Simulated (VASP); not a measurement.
## PtS2: relaxation of cell and atoms with PBE

PtS2:

```xyz
6
Lattice="5.2028 0.0000 0.0000 0.0000 5.2028 0.0000 0.0000 0.0000 5.2028" Properties=species:S:1:pos:R:3 pbc="T T T"
Pt    0.0000    0.0000    0.0000
Pt    2.6014    2.6014    2.6014
S     3.9021    3.9021    3.9021
S     1.3007    1.3007    3.9021
S     3.9021    1.3007    1.3007
S     1.3007    3.9021    1.3007
```

The cell was generated, and may not be a known phase.

```
Program                : VASP 6.6.1
Task                   : relaxation of cell and atoms
Functional             : PBE
Potentials or basis    : VASP PAW PBE potentials, release 64 (Pt, S)
Cutoff                 : 600 eV
k mesh                 : 8 × 8 × 8
Occupations            : gaussian, width 0.1 eV
Spin                   : no spin polarisation
Dipole correction      : no
Further INCAR settings : ALGO = Normal; EDIFF = 1e-06; IBRION = 2; EDIFFG = -0.01; NSW = 100; ISIF = 3
```

```yaml
Pressure_after_relaxing: 0.0 GPa
Band_gap_on_the_k_mesh: zero (bands 22 and 23 overlap by 1.62 eV)
```

Final structure:
```
CELL_PARAMETERS angstrom
5.20275 0.00000 0.00000
0.00000 5.20275 0.00000
0.00000 0.00000 5.20275
ATOMIC_POSITIONS crystal
Pt 0.00000 0.00000 0.00000
Pt 0.50000 0.50000 0.50000
S 0.75000 0.75000 0.75000
S 0.25000 0.25000 0.75000
S 0.75000 0.25000 0.25000
S 0.25000 0.75000 0.25000
```

Levels at points of the mesh, in eV from the Fermi level:
```csv
k point,band 20,band 21,band 22,band 23,band 24,band 25
"(0.00, 0.00, 0.00)",-1.30,-1.30,-0.15,-0.15,2.50,2.50
"(0.50, 0.00, 0.00)",-0.59,-0.17,-0.17,0.24,0.24,0.85
"(0.50, 0.50, 0.00)",-0.77,0.16,0.16,0.50,0.50,1.13
"(0.50, 0.50, 0.50)",-0.55,-0.55,1.43,1.43,2.18,2.18
```

Wall time 66 s on 1 thread of Intel(R) Xeon(R) 6975P-C (Granite Rapids), on a shared host, peak memory 0.34 GiB.

Caveat: the relaxation stopped at its first step, so nothing moved; spin-orbit coupling is left out, which moves the levels of the heavy elements.
